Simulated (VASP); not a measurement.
Write the native input for VASP 6.6.1 that does the following.

| Quantity | Value |
| --- | --- |
| Task | single point |
| Functional | r2SCAN |
| Potentials or basis | VASP PAW PBE potentials, release 64 (Cu, O) |
| Cutoff | 520 eV |
| k mesh | 8 × 8 × 6 |
| Occupations | fermi-dirac, width 0.05 eV |
| Spin | no spin polarisation |
| Hubbard terms | Cu d U = 5.3 eV |
| Dipole correction | no |
| Further INCAR settings | ALGO = Normal; EDIFF = 1e-06; NBANDS = 25 |

The system is CuO.

```
CELL_PARAMETERS angstrom
3.86229 0.00000 0.00000
0.00000 3.86229 0.00000
0.00000 0.00000 3.27576
ATOMIC_POSITIONS crystal
Cu 0.00000 0.00000 0.00000
Cu 0.50000 0.50000 0.00000
O 0.50000 0.00000 0.99939
O 0.00000 0.50000 0.00061
```

The input as run:

POSCAR

```
CuO
1.0
    3.8622903560      0.0000000000      0.0000000000
    0.0000000000      3.8622903560      0.0000000000
    0.0000000000      0.0000000000      3.2757626730
Cu O
2 2
Direct
    0.0000000000      0.0000000000      0.0000000000
    0.5000000000      0.5000000000      0.0000000000
    0.5000000000      0.0000000000     -0.0006056856
    0.0000000000      0.5000000000      1.0006056856
```

INCAR.step1

```
SYSTEM = CuO
PREC = Accurate
ENCUT = 520
ISMEAR = -1
SIGMA = 0.05
LREAL = .FALSE.
LASPH = .TRUE.
NELM = 150
LMAXMIX = 4
LDAU = .TRUE.
LDAUTYPE = 2
LDAUL = 2 -1
LDAUU = 5.3 0
LDAUJ = 0 0
NBANDS = 25
GGA = PE
ALGO = Normal
EDIFF = 1E-4
LWAVE = .TRUE.
LCHARG = .FALSE.
```

INCAR.step2

```
SYSTEM = CuO
PREC = Accurate
ENCUT = 520
EDIFF = 1E-6
ISMEAR = -1
SIGMA = 0.05
LREAL = .FALSE.
LASPH = .TRUE.
NELM = 150
ALGO = Normal
ISIF = 2
LWAVE = .FALSE.
LCHARG = .FALSE.
LMAXMIX = 4
LDAU = .TRUE.
LDAUTYPE = 2
LDAUL = 2 -1
LDAUU = 5.3 0
LDAUJ = 0 0
LDAUPRINT = 1
METAGGA = R2SCAN
LMIXTAU = .TRUE.
NBANDS = 25
ISTART = 1
```

KPOINTS

```
Automatic mesh
0
G
  8 8 6
  0 0 0
```

Potentials or basis: VASP PAW PBE potentials, release 64 (Cu, O).

Run with:

```console
$ cat potpaw_PBE.64/Cu/POTCAR potpaw_PBE.64/O/POTCAR > POTCAR
$ cp INCAR.step1 INCAR
$ mpirun -np 1 vasp_std > vasp.out
$ cp INCAR.step2 INCAR
$ mpirun -np 1 vasp_std > vasp.out
```

Results of the run:

The pressure is -4.5 GPa and the largest force is 0.003 eV/Å. The band gap on the k mesh is zero (bands 17 and 18 overlap by 3.57 eV).

Caveat: the cell stands under tension; the PAW data sets were made with another functional, which shifts forces and pressure a little; U without spin polarisation on a metal has little footing.

Wall time 5.4 min on 1 thread of Intel Xeon 8259CL (shared host), peak memory 0.21 GiB.
